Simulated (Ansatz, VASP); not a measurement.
CaS: VASP beside Ansatz

Contents of INCAR:

```
  PREC = Accurate
  ENCUT = 500
  EDIFF = 1E-6
  ISMEAR = -1
  SIGMA = 0.01
  LREAL = False
  LASPH = True
  NELM = 120
  ALGO = Normal
  ISIF = 2
  LWAVE = False
  LCHARG = False
  GGA = PE
  NBANDS = 15
  GGA_COMPAT = False
```

KPOINTS

```
regular mesh
0
Gamma
  7 7 7
```

File POSCAR:

```
CaS
1.0
    0.0000000000      2.8430000000      2.8430000000
    2.8430000000      0.0000000000      2.8430000000
    2.8430000000      2.8430000000      0.0000000000
Ca S
1 1
Direct
    0.0000000000      0.0000000000      0.0000000000
    0.5000000000      0.5000000000      0.5000000000
```

Input for Ansatz:

```yaml
crystal:
  lattice:
    - [0.0, 2.843, 2.843]
    - [2.843, 0.0, 2.843]
    - [2.843, 2.843, 0.0]
  atoms:
    - { symbol: Ca, position: [0.0, 0.0, 0.0] }
    - { symbol: S, position: [0.5, 0.5, 0.5] }
kpoints:
  mp_grid: { grid: [7, 7, 7] }
  band_path:
    path:
      - [0.0, 0.0, 0.0]
      - [0.5, 0.0, 0.5]
      - [0.625, 0.25, 0.625]
      - [0.375, 0.375, 0.75]
      - [0.0, 0.0, 0.0]
      - [0.5, 0.5, 0.5]
      - [0.5, 0.25, 0.75]
      - [0.5, 0.0, 0.5]
    npoints: 5
scf:
  occupations: { method: fermi_dirac, width: 0.01 }
hamiltonian:
  xc: pbe
  pseudopotentials:
    kind: all_electron
    lapw: { basis_error: 0.00025 }
    relativity: none
output:
  forces: true
  stress: true
  eigenvalues: true
```

Alike in both runs: task single point; functional PBE; k mesh 7 × 7 × 7; occupations fermi-dirac, width 0.01 eV; no spin polarisation.

|  | VASP | Ansatz |
| --- | --- | --- |
| version | VASP 6.6.1 | Ansatz 0.2.0 |
| potentials or method | VASP PAW PBE potentials, release 64 (Ca_sv, S), cutoff 500 eV | all-electron LAPW, non-relativistic |

VASP gave:

```
gap on the k mesh at the Fermi level (eV) : 2.41
pressure (GPa)                            : 1.0
```

What did Ansatz give for the same quantities?

gap on the k mesh at the Fermi level (eV): 2.40; pressure (GPa): 0.8.

Ansatz ran all-electron here, and VASP with PAW potentials.
